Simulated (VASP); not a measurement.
Write the native input for VASP 6.6.1 that does the following.

```yaml
Task: single point
Functional: PBE
Potentials_or_basis: VASP PAW PBE potentials, release 64 (Mo_sv)
Cutoff: 500 eV
k_mesh: 9 × 9 × 9
Occupations: fermi-dirac, width 0.1 eV
Spin: no spin polarisation
Dipole_correction: no
Further_INCAR_settings: ALGO = Normal; EDIFF = 1e-06; NBANDS = 13
```

The structure of Mo lies in POSCAR:

```
Mo
1.0
   -1.5734000000      1.5734000000      1.5734000000
    1.5734000000     -1.5734000000      1.5734000000
    1.5734000000      1.5734000000     -1.5734000000
Mo
1
Direct
    0.0000000000      0.0000000000      0.0000000000
```

The input as run:

INCAR

```
SYSTEM = Mo
  PREC = Accurate
  ENCUT = 500
  EDIFF = 1E-6
  ISMEAR = -1
  SIGMA = 0.1
  LREAL = .FALSE.
  LASPH = .TRUE.
  NELM = 120
  ALGO = Normal
  ISIF = 2
  LWAVE = .FALSE.
  LCHARG = .TRUE.
  GGA = PE
  LELF = .TRUE.
  LVHAR = .TRUE.
  NBANDS = 13
  GGA_COMPAT = .FALSE.
```

KPOINTS

```
Automatic mesh
0
G
  9 9 9
  0 0 0
```

Potentials or basis: VASP PAW PBE potentials, release 64 (Mo_sv).

Run with:

```console
$ cat potpaw_PBE.64/Mo_sv/POTCAR > POTCAR
$ mpirun -np 1 vasp_std > vasp.out
```

Results of the run:

The pressure is 4.0 GPa. The band gap on the k mesh is zero (band 7 reaches 15.91 eV, above the bottom of band 8 at 11.27 eV).

It took 3 s on 1 thread of Intel(R) Xeon(R) 6975P-C (Granite Rapids), with other jobs on the host, peak memory 0.12 GiB.
